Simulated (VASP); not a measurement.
A run of VASP 6.6.1 is set up as follows.

INCAR

```
  PREC = Accurate
  ENCUT = 520
  EDIFF = 1E-6
  ISMEAR = 0
  SIGMA = 0.02
  LREAL = F
  LASPH = T
  NELM = 100
  ALGO = Normal
  ISIF = 2
  LWAVE = F
  LCHARG = F
  GGA = PS
  NBANDS = 26
```

Contents of KPOINTS:

```
Automatic mesh
0
Gamma
  12 12 4
```

Contents of POSCAR:

```
C
1.0
    2.5053676368      0.0000000000      0.0000000000
   -1.2526838184      2.1697120193      0.0000000000
    0.0000000000      0.0000000000      8.2648430435
C
8
Direct
    0.0000000000      0.0000000000      0.0929508884
    0.0000000000      0.0000000000      0.5929508884
    0.0000000000      0.0000000000      0.4070491116
    0.0000000000      0.0000000000      0.9070491116
    0.3333333333      0.6666666667      0.1555443683
    0.6666666667      0.3333333333      0.6555443683
    0.3333333333      0.6666666667      0.3444556317
    0.6666666667      0.3333333333      0.8444556317
```

Potentials or basis: VASP PAW PBE potentials, release 64 (C).

Launch:

```sh
$ cat potpaw_PBE.64/C/POTCAR > POTCAR
$ mpirun -np 1 vasp_std > vasp.out
```

**Question.** Estimate the pressure.

**Answer.** 1.1 GPa.

**Question.** What does it give for the largest force?

**Answer.** 0.005 eV/Å.

**Question.** What does it give for the band gap on the k mesh?

**Answer.** 4.43 eV (least direct gap 5.27 eV).

Stress tensor (GPa, compression positive):
```
1.12 0.00 0.00
0.00 1.12 0.00
0.00 0.00 1.01
```

Caveat: the PAW data sets were made with another functional, which shifts forces and pressure a little. A k mesh can miss the band edges.
